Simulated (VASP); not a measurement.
Runs of VASP 6.6.1 on Pd. The structure is that of space group P6_3/mmc (No. 194), or close to it. The cells are those of the table. This isn't the form of Pd at room conditions, which is fcc.

```tsv
cell	gap on the mesh (eV)	pressure (GPa)	moment (μB)
a = 2.829, b = 2.829, c = 4.705 Å, angles 90.0, 90.0, 120.0°, 2 atoms	none	-8.0	0.81
a = 2.736, b = 2.736, c = 4.550 Å, angles 90.0, 90.0, 120.0°, 2 atoms	none	(a)	(b)
a = 2.637, b = 2.637, c = 4.385 Å, angles 90.0, 90.0, 120.0°, 2 atoms	none	38.3	0.00
a = 2.688, b = 2.688, c = 4.469 Å, angles 90.0, 90.0, 120.0°, 2 atoms	none	20.6	0.38
a = 2.874, b = 2.874, c = 4.778 Å, angles 90.0, 90.0, 120.0°, 2 atoms	none	(c)	0.83
```

Alike in all rows: task single point; level PBE; potentials or basis VASP PAW PBE potentials, release 64 (Pd); spin collinear; k mesh 14 × 14 × 7; cutoff (eV) 520; smearing fermi-dirac 0.05 eV.

Q: Fill in the values left out.

A: (a) 7.9; (b) 0.66; (c) -12.8.

Caveats: the cell stands under pressure (at least some runs); the cell stands under tension (at least some runs); a moment this small can come from the mesh or the smearing (at least some runs).

A k mesh can miss the band edges, and the runs leave out spin-orbit coupling on Pd.

A gap of «none» marks levels without a gap at the run's occupations.
